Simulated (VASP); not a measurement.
# TiTe2: single point with PBE

TiTe2:

```
CELL_PARAMETERS angstrom
6.75580 0.00000 0.00000
0.00000 6.75580 0.00000
0.00000 0.00000 3.76849
ATOMIC_POSITIONS crystal
Ti 0.00000 0.00000 0.00000
Ti 0.50000 0.50000 0.50000
Te 0.20394 0.79606 0.50000
Te 0.29606 0.29606 0.00000
Te 0.70394 0.70394 0.00000
Te 0.79606 0.20394 0.50000
```

```
Program                : VASP 6.6.1
Task                   : single point
Functional             : PBE
Potentials or basis    : VASP PAW PBE potentials, release 64 (Ti_sv, Te)
Cutoff                 : 520 eV
k mesh                 : 6 × 6 × 10
Occupations            : gaussian, width 0.1 eV
Spin                   : no spin polarisation
Dipole correction      : no
Further INCAR settings : ALGO = Normal; EDIFF = 1e-06; NBANDS = 33
```

```yaml
Pressure: -0.1 GPa
Band_gap_on_the_k_mesh: zero (bands 24 and 25 overlap by 0.44 eV)
```

Levels at points of the mesh, in eV from the Fermi level:
```
           k point  band 22  band 23  band 24  band 25  band 26  band 27
(0.00, 0.00, 0.00)    -0.16    -0.15     0.36     0.36     0.49     0.49
(0.50, 0.00, 0.00)    -0.56    -0.48    -0.48     0.34     0.34     1.05
(0.50, 0.50, 0.00)    -1.13    -0.24    -0.24    -0.08    -0.08     0.50
(0.00, 0.00, 0.50)    -1.97    -1.71    -1.71     0.87     0.87     1.15
(0.50, 0.00, 0.50)    -1.85    -0.77    -0.77    -0.02    -0.02     1.13
(0.50, 0.50, 0.50)    -1.05    -0.76    -0.76     0.69     0.69     0.85
```

It took 3 min on 1 thread of Intel(R) Xeon(R) 6975P-C (Granite Rapids), on a shared host, peak memory 0.44 GiB.

Caveat: spin-orbit coupling is left out, which moves the levels of the heavy elements.
